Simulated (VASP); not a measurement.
# H11C2NO4 in VASP: further runs, part 2 of 2

VASP 6.6.1. Earlier steps stand in the parts before.

### Step 4. Single point, PBE+D3(BJ)

INCAR reads:

```
PREC = Accurate
ENCUT = 520
EDIFF = 1E-6
ISMEAR = -1
SIGMA = 0.05
LREAL = False
LASPH = True
NELM = 120
ALGO = Normal
ISIF = 2
LWAVE = False
LCHARG = False
GGA = PE
IVDW = 12
NBANDS = 39
GGA_COMPAT = False
```

KPOINTS reads:

```
regular mesh
0
Gamma
  1 1 1
```

POSCAR reads:

```
H11C2NO4
1.0
    5.4914470000      0.0000000000      0.0000000000
    0.0000000000      5.4914470000      0.0000000000
    0.0000000000      0.0000000000      5.4914470000
O H C N
4 11 2 1
Direct
    0.6286867560      0.3566091050      0.8879626809
    0.2985005591      0.6483537035      0.0695263015
    0.8545835005      0.8219873560      0.8360091612
    0.4976830333      1.0182562082      0.2934017209
    0.6119516404      0.2694736014      0.7404059440
    0.4843350031      0.4500088957      0.9369843686
    0.1646924754      0.7373648512     -0.0098334738
    0.3609431175      0.7726014655      0.1920623107
    0.8950828443      0.8393962466      0.6632495952
    0.7852393003      0.6548365121      0.8413629413
    0.5542255074      1.0846139460      0.1381785165
    0.6009891382      0.8672759657      0.3211175488
    1.0865988509      0.1975799821      0.6372455202
    1.0514897075      0.0879549598      0.3362137520
    1.2472850963      0.3422777275      0.4182868377
    1.0749079432      0.2538493042      0.4497721639
    0.8867972321      0.4383908285      0.4167936065
    0.7581972475      0.6103127281      0.4209455176
```

Potentials or basis: VASP PAW PBE potentials, release 64 (O, H, C, N).

Run with:

```sh
$ cat potpaw_PBE.64/O/POTCAR potpaw_PBE.64/H/POTCAR potpaw_PBE.64/C/POTCAR potpaw_PBE.64/N/POTCAR > POTCAR
$ mpirun -np 1 vasp_gam > vasp.out
```

OUTCAR:

```text
PREC = Accurate
   ENCUT = 520
   EDIFF = 1E-6
   ISMEAR = -1
   LREAL = False
   LASPH = True
   NELM = 120
   ISIF = 2
   GGA = PE
   IVDW = 12
 IVDW          = 12

 ion  position               nearest neighbor table
   1  0.629  0.357  0.888-   5 0.95   6 0.98
   2  0.299  0.648  0.070-   7 0.98   8 1.02
   3  0.855  0.822  0.836-   9 0.98  10 0.99
   4  0.498  0.018  0.293-  11 0.98  12 1.02
   5  0.612  0.269  0.740-   1 0.95
   6  0.484  0.450  0.937-   1 0.98
   7  0.165  0.737  0.990-   2 0.98
   8  0.361  0.773  0.192-   2 1.02
   9  0.895  0.839  0.663-   3 0.98
  10  0.785  0.655  0.841-   3 0.99
  11  0.554  0.085  0.138-   4 0.98
  12  0.601  0.867  0.321-   4 1.02
  13  0.087  0.198  0.637-  16 1.08
  14  0.051  0.088  0.336-  16 1.11
  15  0.247  0.342  0.418-  16 1.08
  16  0.075  0.254  0.450-  13 1.08  15 1.08  14 1.11  17 1.46
  17  0.887  0.438  0.417-  18 1.18  16 1.46
  18  0.758  0.610  0.421-  17 1.18

  LATTYP: Found a simple cubic cell.
 ALAT       =     5.4914470000

  Lattice vectors:

 A1 = (   5.4914470000,   0.0000000000,   0.0000000000)
 A2 = (   0.0000000000,   5.4914470000,   0.0000000000)
 A3 = (   0.0000000000,   0.0000000000,   5.4914470000)

Analysis of symmetry for initial positions (statically):
=====================================================================
 Subroutine PRICEL returns:
 Original cell was already a primitive cell.

 Routine SETGRP: Setting up the symmetry group for a
 simple cubic supercell.

 Subroutine GETGRP returns: Found  1 space group operations
 (whereof  1 operations were pure point group operations)
 out of a pool of 48 trial point group operations.

The static configuration has the point symmetry C_1 .

Analysis of symmetry for dynamics (positions and initial velocities):
=====================================================================
 Subroutine PRICEL returns:
 Original cell was already a primitive cell.

 Routine SETGRP: Setting up the symmetry group for a
 simple cubic supercell.

 Subroutine GETGRP returns: Found  1 space group operations
 (whereof  1 operations were pure point group operations)
 out of a pool of 48 trial point group operations.

The dynamic configuration has the point symmetry C_1 .

 Subroutine INISYM returns: Found  1 space group operations
 (whereof  1 operations are pure point group operations),
 and found     1 'primitive' translations

----------------------------------------------------------------------------------------

                                     Primitive cell

  volume of cell :     165.6000

  direct lattice vectors                    reciprocal lattice vectors
     5.491447000  0.000000000  0.000000000     0.182101366  0.000000000  0.000000000
     0.000000000  5.491447000  0.000000000     0.000000000  0.182101366  0.000000000
     0.000000000  0.000000000  5.491447000     0.000000000  0.000000000  0.182101366

  length of vectors
     5.491447000  5.491447000  5.491447000     0.182101366  0.182101366  0.182101366

  position of ions in fractional coordinates (direct lattice)
     0.628686756  0.356609105  0.887962681
     0.298500559  0.648353703  0.069526301
     0.854583500  0.821987356  0.836009161
     0.497683033  0.018256208  0.293401721
     0.611951640  0.269473601  0.740405944
     0.484335003  0.450008896  0.936984369
[... 10 lines left out ...]
     0.886797232  0.438390828  0.416793607
     0.758197247  0.610312728  0.420945518

  ion indices of the primitive-cell ions
   primitive index   ion index
                 1           1
                 2           2
                 3           3
                 4           4
                 5           5
                 6           6
[... 10 lines left out ...]
                17          17
                18          18

----------------------------------------------------------------------------------------

 KPOINTS: regular mesh

Automatic generation of k-mesh.
 Grid dimensions read from file:
 generate k-points for:    1    1    1

 Generating k-lattice:

  Cartesian coordinates                     Fractional coordinates (reciprocal lattice)
     0.182101366  0.000000000  0.000000000     1.000000000  0.000000000  0.000000000
     0.000000000  0.182101366  0.000000000     0.000000000  1.000000000  0.000000000
     0.000000000  0.000000000  0.182101366     0.000000000  0.000000000  1.000000000

  Length of vectors
     0.182101366  0.182101366  0.182101366

  Shift w.r.t. Gamma in fractional coordinates (k-lattice)
     0.000000000  0.000000000  0.000000000

 Subroutine IBZKPT returns following result:
 ===========================================

 Found      1 irreducible k-points:

 Following reciprocal coordinates:
            Coordinates               Weight
  0.000000  0.000000  0.000000      1.000000
   k-points           NKPTS =      1   k-points in BZ     NKDIM =      1   number of bands    NBANDS=     39
   number of dos      NEDOS =    301   number of ions     NIONS =     18
   total plane-waves  NPLWV =  74088
   dimension x,y,z NGX =    42 NGY =   42 NGZ =   42
   dimension x,y,z NGXF=    84 NGYF=   84 NGZF=   84
   ions per type =               4  11   2   1
   NGX,Y,Z   is equivalent  to a cutoff of  12.71, 12.71, 12.71 a.u.
   NGXF,Y,Z  is equivalent  to a cutoff of  25.43, 25.43, 25.43 a.u.
 SYSTEM =  unknown system
   PREC   = accura    normal or accurate (medium, high low for compatibility)
   ISTART =      0    job   : 0-new  1-cont  2-samecut
   ICHARG =      2    charge: 1-file 2-atom 10-const
   ISPIN  =      1    spin polarized calculation?
   LNONCOLLINEAR =      F non collinear calculations
   LSORBIT =      F    spin-orbit coupling
   LASPH  =      T    aspherical Exc in radial PAW
   ENCUT  =  520.0 eV  38.22 Ry    6.18 a.u.  10.21 10.21 10.21*2*pi/ulx,y,z
   NELM   =    120;   NELMIN=  2; NELMDL= -5     # of ELM steps
   EDIFF  = 0.1E-05   stopping-criterion for ELM
   LREAL  =      F    real-space projection
   EDIFFG = 0.1E-04   stopping-criterion for IOM
   NSW    =      0    number of steps for IOM
   IBRION =     -1    ionic relax: 0-MD 1-quasi-New 2-CG
   NFREE  =      0    steps in history (QN), initial steepest desc. (CG)
   ISIF   =      2    stress and relaxation
   ISYM   =      2    0-nonsym 1-usesym 2-fastsym
   POTIM  = 0.5000    time-step for ionic-motion
   TEBEG  =    0.0;   TEEND  =   0.0 temperature during run
   PSTRESS=    0.0 pullay stress
   NELECT =      48.0000    total number of electrons
   NUPDOWN=      -1.0000    fix difference up-down
   EMIN   =  10.00;   EMAX   =-10.00  energy-range for DOS
   EFERMI =   0.00;   METHOD = LEGACY
   ISMEAR =    -1;   SIGMA  =   0.05  broadening in eV -4-tet -1-fermi 0-gaus
   EFERMI_NEDOS =   21; number of points for ismear=-14 and -15
   IALGO  =     38    algorithm
   IMIX   =      4    mixing-type and parameters
     AMIX     =   0.40;   BMIX     =  1.00
     AMIX_MAG =   1.60;   BMIX_MAG =  1.00
  volume/ion in A,a.u.               =       9.20        62.08
  Fermi-wavevector in a.u.,A,eV,Ry     =   1.083432  2.047390 15.970866  1.173826
  Thomas-Fermi vector in A             =   2.219498
   LORBIT       =      0    0 simple, 1 ext, 2 COOP (PROOUT), +10 PAW based schemes
   GGA     = PE    functional components
   LHFCALC =     F    Hartree Fock is set to
   AEXX    =    0.0000 exact exchange contribution
   IVDW    =    12    specifies the selected vdW correction
   LEPSILON=     F    determine dielectric tensor
   LRPA    =     F    only Hartree local field effects (RPA)
 non-spin polarized calculation
  energy-cutoff  :      520.00
  volume of cell :      165.60
 maximum number of plane-waves:      2229
 NGX is ok and might be reduce to    42
   NGX = 21   NGY = 21   NGZ = 21

 number of electron      48.0000003 magnetization

 Free energy of the ion-electron system (eV)
  ---------------------------------------------------
  ext. energy  EPLUGINS =         0.00000000
  ---------------------------------------------------
  free energy    TOTEN  =       -94.77597406 eV

  energy without entropy =      -94.77597406  energy(sigma->0) =      -94.77597406

 E-fermi :  -1.4836     XC(G=0):  -7.4864

 val. band max:       -2.7291343380   @ k =   0.0000   0.0000   0.0000
 cond. band min:       2.2990440969   @ k =   0.0000   0.0000   0.0000
 fundamental gap:      5.0281784349
 Fermi energy:        -1.4835890576

 k-point     1 :       0.0000    0.0000    0.0000
  band No.  band energies     occupation
      1     -21.5562      2.00000
      2     -21.1346      2.00000
      3     -20.8771      2.00000
      4     -20.4132      2.00000
      5     -19.1699      2.00000
      6     -15.3154      2.00000
[... 28 lines left out ...]
     35       8.2385      0.00000
     36       8.7668      0.00000
 [bands above 36 left out]

------------------------ aborting loop because EDIFF is reached ----------------------------------------

 Edisp (eV)   -0.84944

 E8    (eV) :    -0.1871

  FORCE on cell =-STRESS in cart. coord.  units (eV):
  Direction    XX          YY          ZZ          XY          YZ          ZX
  --------------------------------------------------------------------------------------
  -------------------------------------------------------------------------------------
  Total       0.63915    -2.78415     3.25636     1.59649     0.63669    -0.52583
  in kB       6.18377   -26.93664    31.50527    15.44600     6.16001    -5.08739
  external pressure =        3.58 kB  Pullay stress =        0.00 kB

 VOLUME and BASIS-vectors are now :
 -----------------------------------------------------------------------------
  energy-cutoff  :      520.00
  volume of cell :      165.60
      direct lattice vectors                 reciprocal lattice vectors
     5.491447000  0.000000000  0.000000000     0.182101366  0.000000000  0.000000000
     0.000000000  5.491447000  0.000000000     0.000000000  0.182101366  0.000000000
     0.000000000  0.000000000  5.491447000     0.000000000  0.000000000  0.182101366

 POSITION                                       TOTAL-FORCE (eV/Angst)
 -----------------------------------------------------------------------------------
      3.45240      1.95830      4.87620         1.030815     -0.035243      1.446223
      1.63920      3.56040      0.38180        -0.199014      0.365586      0.596584
      4.69290      4.51390      4.59090         0.529185      0.039825      0.250496
      2.73300      0.10025      1.61120         0.852075     -0.912985      0.576983
      3.36050      1.47980      4.06590        -0.620617     -0.513637     -1.080985
      2.65970      2.47120      5.14540        -0.691377      0.428714     -0.101619
[... 10 lines left out ...]
      4.86980      2.40740      2.28880        -0.220789      0.852582      0.395627
      4.16360      3.35150      2.31160         0.932642     -1.749554     -0.990292
 -----------------------------------------------------------------------------------
    total drift:                               -0.000055      0.000039      0.000166

  FREE ENERGIE OF THE ION-ELECTRON SYSTEM (eV)
  ---------------------------------------------------
  free  energy   TOTEN  =       -95.6254118029 eV

  energy  without entropy=      -95.6254118028  energy(sigma->0) =      -95.62541180
```

Wall time 9.1 s (1 thread of Intel Xeon 6975P-C (Granite Rapids), shared host); peak memory 0.24 GiB.

Results:

| Property | Result |
| --- | --- |
| Free energy | -95.6254 eV |
| Pressure | 0.4 GPa |
| Largest force | 2.216 eV/Å |
| Band gap on the k mesh | 5.03 eV |
| Dispersion energy per atom | -0.047 eV |

Forces on the atoms (eV/Å):
```
O    1.031 -0.035  1.446
O   -0.199  0.366  0.597
O    0.529  0.040  0.250
O    0.852 -0.913  0.577
H   -0.621 -0.514 -1.081
H   -0.691  0.429 -0.102
H   -0.270 -0.240 -0.199
H   -0.455 -0.568 -1.009
H   -0.181 -0.003  0.331
H   -0.018  0.180  0.194
H    0.214  0.325 -0.323
H   -0.042  1.040  0.209
H   -0.397 -0.118  0.777
H    0.080  0.548 -0.064
H    0.683  0.197 -0.662
C   -1.227  0.164 -0.348
C   -0.221  0.853  0.396
N    0.933 -1.750 -0.990
```

Stress tensor (GPa, compression positive):
```
 0.62  1.54 -0.51
 1.54 -2.69  0.62
-0.51  0.62  3.15
```

Caveat: the k points lie up to 1.14 Å⁻¹ apart.

### Step 5. Molecular dynamics, PBE+D3(BJ)

INCAR reads:

```
SYSTEM = H11C2NO4
ALGO = Normal
EDIFF = 1E-5
ENCUT = 440
GGA = PE
GGA_COMPAT = .FALSE.
IBRION = 0
ISIF = 2
ISMEAR = -1
ISYM = 0
IVDW = 12
LANGEVIN_GAMMA = 20 20 20 20
LASPH = .TRUE.
LCHARG = .TRUE.
LREAL = .FALSE.
LWAVE = .FALSE.
MAXMIX = 40
MDALGO = 3
NELM = 120
NELMIN = 4
NSW = 40
POTIM = 0.5
PREC = Normal
RANDOM_SEED = 621605 0 0
SIGMA = 0.05
TEBEG = 400.0
TEEND = 400.0
```

KPOINTS reads:

```
k-points
0
G
  1 1 1
  0 0 0
```

POSCAR reads:

```
H11C2NO4
1.0
    5.4914470000      0.0000000000      0.0000000000
    0.0000000000      5.4914470000      0.0000000000
    0.0000000000      0.0000000000      5.4914470000
O H C N
4 11 2 1
Direct
    0.6149086100      0.3993169300      0.9161876200
    0.2873411100      0.6549945800      0.1278783000
    0.9043675100      0.8254669600      0.8892996800
    0.5219407100      1.0746404800      0.3125905800
    0.5599256400      0.3539895600      0.7537312500
    0.4759580900      0.5042464900      0.9896812800
    0.1453440300      0.7190054400      0.0323125900
    0.3602074700      0.8035597000      0.1978129100
    0.9338240300      0.8437872900      0.7156760200
    0.7969542700      0.6781847600      0.8977556300
    0.5771321300      1.1601576100      0.1648803500
    0.6402323100      0.9411357700      0.3383665900
    0.9767512200      0.1075073500      0.4229971600
    1.2336683300      0.2952989100      0.4766594700
    1.0127950500      0.2451399800      0.7181643700
    1.0401346200      0.2723263900      0.5218829300
    0.9043847800      0.4805791400      0.4452102900
    0.7957439600      0.6530678600      0.3886704900
```

Potentials or basis: VASP PAW PBE potentials, release 64 (O, H, C, N).

Run with:

```sh
$ cat potpaw_PBE.64/O/POTCAR potpaw_PBE.64/H/POTCAR potpaw_PBE.64/C/POTCAR potpaw_PBE.64/N/POTCAR > POTCAR
$ mpirun -np 1 vasp_gam > vasp.out
```

OUTCAR:

```text
SYSTEM = H11C2NO4
   EDIFF = 1E-5
   ENCUT = 440
   GGA = PE
   IBRION = 0
   ISIF = 2
   ISMEAR = -1
   ISYM = 0
   IVDW = 12
   LASPH = .TRUE.
   LREAL = .FALSE.
   NELM = 120
   NELMIN = 4
   NSW = 40
   POTIM = 0.5
   PREC = Normal
   TEBEG = 400.0
 IVDW          = 12

 ion  position               nearest neighbor table
   1  0.615  0.399  0.916-   5 0.97   6 1.04
   2  0.287  0.655  0.128-   8 0.99   7 1.00
   3  0.904  0.825  0.889-   9 0.97  10 1.00
   4  0.522  0.075  0.313-  11 0.99  12 0.99
   5  0.560  0.354  0.754-   1 0.97
   6  0.476  0.504  0.990-   1 1.04
   7  0.145  0.719  0.032-   2 1.00
   8  0.360  0.804  0.198-   2 0.99
   9  0.934  0.844  0.716-   3 0.97
  10  0.797  0.678  0.898-   3 1.00
  11  0.577  0.160  0.165-   4 0.99
[... 356 lines left out ...]

[... ionic steps 4 to 37 ...]

--------------------------------------- Ionic step       38  -------------------------------------------

 number of electron      48.0000034 magnetization

------------------------ aborting loop because EDIFF is reached ----------------------------------------
[... 127 lines left out ...]
--------------------------------------- Ionic step       40  -------------------------------------------

 number of electron      48.0000049 magnetization

 Free energy of the ion-electron system (eV)
  ---------------------------------------------------
  ext. energy  EPLUGINS =         0.00000000
  ---------------------------------------------------
  free energy    TOTEN  =       -94.93332159 eV

  energy without entropy =      -94.93332159  energy(sigma->0) =      -94.93332159

 E-fermi :  -1.7332     XC(G=0):  -7.4881

 val. band max:       -2.9518287683   @ k =   0.0000   0.0000   0.0000
 cond. band min:       2.1672899191   @ k =   0.0000   0.0000   0.0000
 fundamental gap:      5.1191186874
 Fermi energy:        -1.7331975459

 k-point     1 :       0.0000    0.0000    0.0000
  band No.  band energies     occupation
      1     -21.6323      2.00000
      2     -21.1847      2.00000
      3     -20.9285      2.00000
      4     -20.6630      2.00000
      5     -19.0013      2.00000
      6     -15.2948      2.00000
[... 81 lines left out ...]
  ENERGY OF THE ELECTRON-ION-THERMOSTAT SYSTEM (eV)
  ---------------------------------------------------
% ion-electron   TOTEN  =       -95.788612  see above
  kinetic energy EKIN   =         0.745178
  kin. lattice  EKIN_LAT=         0.000000  (temperature  320.27 K)
  nose potential ES     =         0.000000
  nose kinetic   EPS    =         0.000000
  ---------------------------------------------------
  total energy   ETOTAL =       -95.043434 eV
```

OSZICAR:

```text
N       E                     dE             d eps       ncg     rms          rms(c)
DAV:   1     0.321552996083E+03    0.32155E+03   -0.24422E+04    68   0.115E+03
[... 257 lines left out ...]
     39 T=   336. E= -.95025714E+02 F= -.95806593E+02 E0= -.95806593E+02  EK= 0.78088E+00 SP= 0.00E+00 SK= 0.00E+00
       N       E                     dE             d eps       ncg     rms          rms(c)
DAV:   1    -0.949323445101E+02    0.19011E-01   -0.45282E-02    88   0.211E+00    0.101E-01
DAV:   2    -0.949333476952E+02   -0.10032E-02   -0.10522E-02    80   0.615E-01    0.581E-02
DAV:   3    -0.949333386789E+02    0.90163E-05   -0.13592E-04    88   0.735E-02    0.425E-02
DAV:   4    -0.949333220046E+02    0.16674E-04   -0.74408E-05    88   0.633E-02    0.170E-02
DAV:   5    -0.949333215950E+02    0.40957E-06   -0.17444E-05    56   0.307E-02
     40 T=   320. E= -.95043434E+02 F= -.95788612E+02 E0= -.95788612E+02  EK= 0.74518E+00 SP= 0.00E+00 SK= 0.00E+00
```

Run time: 90 s. Hardware: 1 thread of Intel Xeon 6975P-C (Granite Rapids), shared host; peak memory 0.2 GiB.

What came out:

- Dispersion energy per atom: -0.048 eV

Caveat: the k points lie up to 1.14 Å⁻¹ apart; the cutoff is under 1.25 times the usual one of these potentials, so pressure, stress and relaxed cells hold a basis-set (Pulay) error.
